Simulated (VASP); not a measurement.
# Sb (R-3m) in VASP: single point with LDA

Aim: the single point of Sb with LDA.

All numbers are computed with VASP 6.6.1; they aren't measurements. Logs are shortened: lines on timing, memory, paths and dates and some standing lists are left out, and cuts for length are marked.

## (1) The cell of the first run

Symmetry: R-3m, No. 166, trigonal system. The conventional cell has a = 4.294 Å, b = 4.294 Å, c = 10.970 Å, α = 90.00°, β = 90.00°, γ = 120.00°. Within 3.8 Å of Sb (site symmetry 3m) lie 6 Sb at 2.91 to 3.27 Å.

## (2) Single point, LDA

Contents of INCAR:

```
SYSTEM = Sb
  PREC = Accurate
  ENCUT = 500
  EDIFF = 1E-6
  ISMEAR = 0
  SIGMA = 0.1
  LREAL = .False.
  LASPH = .True.
  NELM = 120
  ALGO = Normal
  ISIF = 2
  LWAVE = .False.
  LCHARG = .False.
  GGA = CA
  NBANDS = 22
  GGA_COMPAT = .False.
```

Contents of KPOINTS:

```
Automatic mesh
0
Gamma
  12 12 12
  0 0 0
```

Contents of POSCAR:

```
Sb
1.0
    2.1470268121      1.2395865080      3.6566131537
   -2.1470268121      1.2395865080      3.6566131537
    0.0000000000     -2.4791730159      3.6566131537
Sb
2
Direct
    0.2358154120      0.2358154120      0.2358154120
    0.7641845880      0.7641845880      0.7641845880
```

Potentials or basis: VASP PAW LDA potentials, release 64 (Sb_d_GW).

Run with:

```bash
> cat potpaw_LDA.64/Sb_d_GW/POTCAR > POTCAR
> mpirun -np 1 vasp_std > vasp.out
```

OUTCAR:

```text
SYSTEM = Sb
   PREC = Accurate
   ENCUT = 500
   EDIFF = 1E-6
   ISMEAR = 0
   LREAL = .False.
   LASPH = .True.
   NELM = 120
   ISIF = 2
   GGA = CA

 ion  position               nearest neighbor table
   1  0.236  0.236  0.236-   2 2.91   2 2.91   2 2.91   2 3.27   2 3.27   2 3.27
   2  0.764  0.764  0.764-   1 2.91   1 2.91   1 2.91   1 3.27   1 3.27   1 3.27

  LATTYP: Found a trigonal (rhomboedric) cell.
 ALAT       =     4.4178183075
 COS(alpha) =     0.5276224706

  Lattice vectors:

 A1 = (   2.1470268121,   1.2395865080,   3.6566131537)
 A2 = (  -2.1470268121,   1.2395865080,   3.6566131537)
 A3 = (   0.0000000000,  -2.4791730159,   3.6566131537)

Analysis of symmetry for initial positions (statically):
=====================================================================
 Subroutine PRICEL returns:
 Original cell was already a primitive cell.

 Routine SETGRP: Setting up the symmetry group for a
 trigonal (rhombohedral) supercell.

 Subroutine GETGRP returns: Found 12 space group operations
 (whereof 12 operations were pure point group operations)
 out of a pool of 12 trial point group operations.

The static configuration has the point symmetry D_3d.

Analysis of symmetry for dynamics (positions and initial velocities):
=====================================================================
 Subroutine PRICEL returns:
 Original cell was already a primitive cell.

 Routine SETGRP: Setting up the symmetry group for a
 trigonal (rhombohedral) supercell.

 Subroutine GETGRP returns: Found 12 space group operations
 (whereof 12 operations were pure point group operations)
 out of a pool of 12 trial point group operations.

The dynamic configuration has the point symmetry D_3d.

 Subroutine INISYM returns: Found 12 space group operations
 (whereof 12 operations are pure point group operations),
 and found     1 'primitive' translations

----------------------------------------------------------------------------------------

                                     Primitive cell

  volume of cell :      58.3908

  direct lattice vectors                    reciprocal lattice vectors
     2.147026812  1.239586508  3.656613154     0.232880184  0.134453437  0.091159037
    -2.147026812  1.239586508  3.656613154    -0.232880184  0.134453437  0.091159037
     0.000000000 -2.479173016  3.656613154     0.000000000 -0.268906874  0.091159037

  length of vectors
     4.417818308  4.417818308  4.417818308     0.283938157  0.283938157  0.283938157

  position of ions in fractional coordinates (direct lattice)
     0.235815412  0.235815412  0.235815412
     0.764184588  0.764184588  0.764184588

  ion indices of the primitive-cell ions
   primitive index   ion index
                 1           1
                 2           2

----------------------------------------------------------------------------------------

 KPOINTS: Automatic mesh

Automatic generation of k-mesh.
 Grid dimensions read from file:
 generate k-points for:   12   12   12

 Generating k-lattice:

  Cartesian coordinates                     Fractional coordinates (reciprocal lattice)
     0.019406682  0.011204453  0.007596586     0.083333333  0.000000000  0.000000000
    -0.019406682  0.011204453  0.007596586     0.000000000  0.083333333  0.000000000
     0.000000000 -0.022408906  0.007596586     0.000000000  0.000000000  0.083333333

  Length of vectors
     0.023661513  0.023661513  0.023661513

  Shift w.r.t. Gamma in fractional coordinates (k-lattice)
     0.000000000  0.000000000  0.000000000

 Subroutine IBZKPT returns following result:
 ===========================================

 Found    189 irreducible k-points:

 Following reciprocal coordinates:
            Coordinates               Weight
  0.000000  0.000000  0.000000      1.000000
  0.083333 -0.000000 -0.000000      6.000000
  0.166667 -0.000000  0.000000      6.000000
  0.250000 -0.000000 -0.000000      6.000000
  0.333333 -0.000000  0.000000      6.000000
  0.416667 -0.000000 -0.000000      6.000000
[... 16 lines left out ...]
  0.500000  0.166667  0.000000     12.000000
 -0.416667  0.166667 -0.000000     12.000000
 [... further k-points ...]
   k-points           NKPTS =    189   k-points in BZ     NKDIM =    189   number of bands    NBANDS=     22
   number of dos      NEDOS =    301   number of ions     NIONS =      2
   total plane-waves  NPLWV =  32768
   dimension x,y,z NGX =    32 NGY =   32 NGZ =   32
   dimension x,y,z NGXF=    64 NGYF=   64 NGZF=   64
   ions per type =               2
   NGX,Y,Z   is equivalent  to a cutoff of  12.04, 12.04, 12.04 a.u.
   NGXF,Y,Z  is equivalent  to a cutoff of  24.08, 24.08, 24.08 a.u.
 SYSTEM =  Sb
   PREC   = accura    normal or accurate (medium, high low for compatibility)
   ISTART =      0    job   : 0-new  1-cont  2-samecut
   ICHARG =      2    charge: 1-file 2-atom 10-const
   ISPIN  =      1    spin polarized calculation?
   LNONCOLLINEAR =      F non collinear calculations
   LSORBIT =      F    spin-orbit coupling
   LASPH  =      T    aspherical Exc in radial PAW
   ENCUT  =  500.0 eV  36.75 Ry    6.06 a.u.   8.05  8.05  8.05*2*pi/ulx,y,z
   NELM   =    120;   NELMIN=  2; NELMDL= -5     # of ELM steps
   EDIFF  = 0.1E-05   stopping-criterion for ELM
   LREAL  =      F    real-space projection
   EDIFFG = 0.1E-04   stopping-criterion for IOM
   NSW    =      0    number of steps for IOM
   IBRION =     -1    ionic relax: 0-MD 1-quasi-New 2-CG
   NFREE  =      0    steps in history (QN), initial steepest desc. (CG)
   ISIF   =      2    stress and relaxation
   ISYM   =      2    0-nonsym 1-usesym 2-fastsym
   POTIM  = 0.5000    time-step for ionic-motion
   TEBEG  =    0.0;   TEEND  =   0.0 temperature during run
   PSTRESS=    0.0 pullay stress
   NELECT =      30.0000    total number of electrons
   NUPDOWN=      -1.0000    fix difference up-down
   EMIN   =  10.00;   EMAX   =-10.00  energy-range for DOS
   EFERMI =   0.00;   METHOD = LEGACY
   ISMEAR =     0;   SIGMA  =   0.10  broadening in eV -4-tet -1-fermi 0-gaus
   EFERMI_NEDOS =   21; number of points for ismear=-14 and -15
   IALGO  =     38    algorithm
   IMIX   =      4    mixing-type and parameters
     AMIX     =   0.40;   BMIX     =  1.00
     AMIX_MAG =   1.60;   BMIX_MAG =  1.00
  volume/ion in A,a.u.               =      29.20       197.02
  Fermi-wavevector in a.u.,A,eV,Ry     =   1.311194  2.477798 23.391551  1.719231
  Thomas-Fermi vector in A             =   2.441673
   LORBIT       =      0    0 simple, 1 ext, 2 COOP (PROOUT), +10 PAW based schemes
   GGA     = CA    functional components
   LHFCALC =     F    Hartree Fock is set to
   AEXX    =    0.0000 exact exchange contribution
   IVDW    =     0    specifies the selected vdW correction
   LEPSILON=     F    determine dielectric tensor
   LRPA    =     F    only Hartree local field effects (RPA)
 non-spin polarized calculation
 Gauss-broadening in eV      SIGMA  =   0.10
  energy-cutoff  :      500.00
  volume of cell :       58.39
 maximum number of plane-waves:      1497
   NGX = 17   NGY = 17   NGZ = 17

 number of electron      29.9999989 magnetization

 Free energy of the ion-electron system (eV)
  ---------------------------------------------------
  ext. energy  EPLUGINS =         0.00000000
  ---------------------------------------------------
  free energy    TOTEN  =        -9.64517748 eV

  energy without entropy =       -9.64454281  energy(sigma->0) =       -9.64486015

 E-fermi :   5.4214     XC(G=0): -10.3171

 val. band max:        5.4202993052   @ k =  -0.4167   0.5000   0.4167
 cond. band min:       5.5603134064   @ k =   0.3333   0.1667   0.1667
 fundamental gap:      0.1400141012
 Fermi energy:         5.4214044598

 k-point     1 :       0.0000    0.0000    0.0000
  band No.  band energies     occupation
      1     -23.8933      2.00000
      2     -23.8933      2.00000
      3     -23.7951      2.00000
      4     -23.7951      2.00000
      5     -23.7740      2.00000
      6     -23.6736      2.00000
[... 14 lines left out ...]
     21      10.6659      0.00000
     22      12.0112      0.00000

 k-point     2 :       0.0833   -0.0000   -0.0000
  band No.  band energies     occupation
      1     -23.8898      2.00000
      2     -23.8889      2.00000
      3     -23.7935      2.00000
      4     -23.7927      2.00000
      5     -23.7720      2.00000
      6     -23.6756      2.00000
[... 14 lines left out ...]
     21      10.5657      0.00000
     22      12.6423      0.00000

 k-point     3 :       0.1667   -0.0000    0.0000
  band No.  band energies     occupation
      1     -23.8797      2.00000
      2     -23.8759      2.00000
      3     -23.7889      2.00000
      4     -23.7856      2.00000
      5     -23.7661      2.00000
      6     -23.6814      2.00000
[... 14 lines left out ...]
     21      10.8969      0.00000
     22      13.9433      0.00000

 k-point     4 :       0.2500   -0.0000   -0.0000
  band No.  band energies     occupation
      1     -23.8644      2.00000
      2     -23.8553      2.00000
      3     -23.7823      2.00000
      4     -23.7746      2.00000
      5     -23.7567      2.00000
      6     -23.6909      2.00000
[... 14 lines left out ...]
     21      11.5799      0.00000
     22      15.5620      0.00000

 k-point     5 :       0.3333   -0.0000    0.0000
  band No.  band energies     occupation
      1     -23.8467      2.00000
      2     -23.8290      2.00000
      3     -23.7751      2.00000
      4     -23.7607      2.00000
      5     -23.7445      2.00000
      6     -23.7066      2.00000
[... 417 lines left out ...]
 k-point    22 :       0.4167    0.1667   -0.0000
  band No.  band energies     occupation
      1     -23.8592      2.00000
      2     -23.8013      2.00000
      3     -23.7736      2.00000
      4     -23.7610      2.00000
      5     -23.7339      2.00000
      6     -23.7208      2.00000
[... 14 lines left out ...]
     21      14.4107      0.00000
     22      15.1322      0.00000

 k-point    23 :       0.5000    0.1667    0.0000
  band No.  band energies     occupation
      1     -23.8452      2.00000
      2     -23.7860      2.00000
      3     -23.7621      2.00000
      4     -23.7574      2.00000
      5     -23.7345      2.00000
      6     -23.7229      2.00000
[... 14 lines left out ...]
     21      14.6928      0.00000
     22      14.9512      0.00000

 k-point    24 :      -0.4167    0.1667   -0.0000
  band No.  band energies     occupation
      1     -23.8428      2.00000
      2     -23.7702      2.00000
      3     -23.7632      2.00000
      4     -23.7533      2.00000
      5     -23.7383      2.00000
      6     -23.7339      2.00000
[... 14 lines left out ...]
     21      13.3361      0.00000
     22      16.0456      0.00000

 [... further k-points ...]
[... 5 lines left out ...]
  --------------------------------------------------------------------------------------
  -------------------------------------------------------------------------------------
  Total       -0.0027048     -0.0027048     -0.0198792      0.0000000     -0.0000000      0.0000000
  in kB       -0.0742166     -0.0742166     -0.5454621      0.0000000     -0.0000000      0.0000000
  external PRESSURE =      -0.2312985 kB  Pullay stress =       0.0000000 kB

 VOLUME and BASIS-vectors are now :
 -----------------------------------------------------------------------------
  energy-cutoff  :      500.00
  volume of cell :       58.39
      direct lattice vectors                 reciprocal lattice vectors
     2.147026812  1.239586508  3.656613154     0.232880184  0.134453437  0.091159037
    -2.147026812  1.239586508  3.656613154    -0.232880184  0.134453437  0.091159037
     0.000000000 -2.479173016  3.656613154     0.000000000 -0.268906874  0.091159037

 POSITION                                       TOTAL-FORCE (eV/Angst)
 -----------------------------------------------------------------------------------
      0.00000      0.00000      2.58686         0.000000      0.000000      0.017018
      0.00000      0.00000      8.38298         0.000000     -0.000000     -0.017018
 -----------------------------------------------------------------------------------
    total drift:                                0.000000     -0.000000      0.000000

  FREE ENERGIE OF THE ION-ELECTRON SYSTEM (eV)
  ---------------------------------------------------
  free  energy   TOTEN  =        -9.6451774811 eV

  energy  without entropy=       -9.6445428118  energy(sigma->0) =       -9.64486015
```

Run time: 2.9 min. Hardware: 1 thread of AMD EPYC 7R13 (Zen 3), shared host; peak memory 0.3 GiB.

Results:

```yaml
Free_energy: -9.6452 eV
Pressure: 0.0 GPa
Largest_force: 0.017 eV/Å
Band_gap_on_the_k_mesh: zero (bands 15 and 16 overlap by 0.27 eV)
```

Forces in eV/Å, atoms in the order of the input:
```
Sb   0.000  0.000  0.017
Sb   0.000  0.000 -0.017
```

Caveat: spin-orbit coupling is left out, which moves the levels of the heavy elements.

The gap in the log of VASP goes by the Fermi energy; the results here count the filled bands.